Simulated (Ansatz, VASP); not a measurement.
One calculation of Na, two programs

INCAR

```
SYSTEM = Na
PREC = Accurate ; ENCUT = 520
EDIFF = 1E-7 ; ISMEAR = -1
SIGMA = 0.05 ; LREAL = .False.
LASPH = .True. ; NELM = 100
ALGO = Fast ; ISIF = 2
LWAVE = .False. ; LCHARG = .False.
GGA = PS ; NBANDS = 22
```

Contents of KPOINTS:

```
Automatic mesh
0
Gamma
  8 8 3
  0 0 0
```

POSCAR

```
Na
1.0
    3.7729580783      0.0000000000      0.0000000000
   -1.8864790391      3.2674775432      0.0000000000
    0.0000000000      0.0000000000     12.7832138010
Na
4
Direct
    0.6666666667      0.3333333333      0.7500000000
    0.0000000000      0.0000000000      0.5000000000
    0.3333333333      0.6666666667      0.2500000000
    0.0000000000      0.0000000000      0.0000000000
```

input.yaml

```yaml
crystal:
  lattice:
    - [3.7729580783, 0.0, 0.0]
    - [-1.8864790391, 3.2674775432, 0.0]
    - [0.0, 0.0, 12.783213801]
  atoms:
    - { symbol: Na, position: [0.6666666667, 0.3333333333, 0.75] }
    - { symbol: Na, position: [0.0, 0.0, 0.5] }
    - { symbol: Na, position: [0.3333333333, 0.6666666667, 0.25] }
    - { symbol: Na, position: [0.0, 0.0, 0.0] }
hamiltonian:
  xc: pbesol
  pseudopotentials: { kind: paw }
kpoints:
  mp_grid: { grid: [8, 8, 3] }
scf:
  occupations: { method: fermi_dirac, width: 0.05 }
output:
  forces: true
  stress: true
  eigenvalues: true
```

Alike in both runs: task single point; functional PBEsol; k mesh 8 × 8 × 3; occupations fermi-dirac, width 0.05 eV; no spin polarisation.

```csv
,VASP,Ansatz
version,VASP 6.6.1,Ansatz 0.2.0
potentials or method,"VASP PAW PBE potentials, release 64 (Na_pv)",Ansatz PAW
plane-wave cutoff (eV),520,420
valence electrons in the cell,28,36
```

```csv
,VASP,Ansatz,Ansatz less VASP
gap on the k mesh at the Fermi level (eV),none,none,-
pressure (GPa),-0.5,-0.5,0.00
"traceless stress, the component that is largest in VASP (GPa)",-0.57,-0.57,+0.003
```

VASP's potentials were made for PBE, not for PBEsol. A gap of «none» marks a metal or a gap that the smearing closes. VASP's potentials hold 28 valence electrons a cell and Ansatz's 36, so a difference there can come from the potentials and not from the codes.
